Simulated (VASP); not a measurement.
Set up this calculation in VASP 6.6.1, as the native input.

```yaml
Task: relaxation of cell and atoms
Functional: PBEsol
Potentials_or_basis: VASP PAW PBE potentials, release 64 (Fe, Ge_d)
Cutoff: 600 eV
k_mesh: 6 × 6 × 4
Occupations: gaussian, width 0.1 eV
Spin: collinear spin, ferromagnetic start
Starting_moments: "[2.7, 2.7, 1.78, 1.78, 0.0, 0.0] μB"
Dipole_correction: no
Further_INCAR_settings: ALGO = Normal; EDIFF = 1e-07; IBRION = 2; EDIFFG = -0.05; NSW = 100; ISIF = 3
```

The structure of Fe2Ge lies in POSCAR:

```
Fe2Ge
1.0
    4.1328681390      0.0000000000      0.0000000000
   -2.0664340700      3.5791687990      0.0000000000
    0.0000000000      0.0000000000      5.0087520000
Fe Ge
4 2
Direct
    0.0000000000      0.0000000000      0.0000000000
    0.0000000000      0.0000000000      0.5000000000
    0.6666666700      0.3333333300      0.7500000000
    0.3333333300      0.6666666700      0.2500000000
    0.6666666700      0.3333333300      0.2500000000
    0.3333333300      0.6666666700      0.7500000000
```

The input as run:

INCAR

```
PREC = Accurate ; ENCUT = 600
EDIFF = 1E-7 ; ISMEAR = 0
SIGMA = 0.1 ; LREAL = False
LASPH = True ; NELM = 200
ALGO = Normal ; ISIF = 3
LWAVE = False ; LCHARG = False
ISPIN = 2 ; MAGMOM = 2.7 2.7 1.78 1.78 0 0
LORBIT = 11 ; LMAXMIX = 4
GGA = PS ; IBRION = 2
NSW = 100 ; EDIFFG = -0.05
GGA_COMPAT = False ; NELMIN = 4
```

KPOINTS

```
regular mesh
0
Gamma
  6 6 4
```

Potentials or basis: VASP PAW PBE potentials, release 64 (Fe, Ge_d).

Launch:

```bash
$ cat potpaw_PBE.64/Fe/POTCAR potpaw_PBE.64/Ge_d/POTCAR > POTCAR
$ mpirun -np 1 vasp_std > vasp.out
```

It gave:

| Quantity | Value |
| --- | --- |
| Relaxed volume | 11.70 Å³/atom |
| Relaxed cell | a = 4.059 Å, b = 4.059 Å, c = 4.922 Å, α = 90.00°, β = 90.00°, γ = 120.00° |
| Space group after relaxing (to 0.1 Å) | P6_3/mmc (No. 194) |
| Energy gained by relaxing | 15.9 meV/atom |
| Ionic steps | 3 |
| Pressure after relaxing | -0.3 GPa |
| Net moment | 7.05 μB per cell |
| Site moments | Fe +2.26, +1.32 (each value once); Ge -0.07 μB |
| Valence electrons inside the program's atomic spheres | Fe 7.23, 7.51 (each value once); Ge 12.58 |

Caveat: the PAW data sets were made with another functional, which shifts forces and pressure a little.

It took 14 min on 1 thread of Intel Xeon 8259CL, on a shared host, peak memory 0.33 GiB.
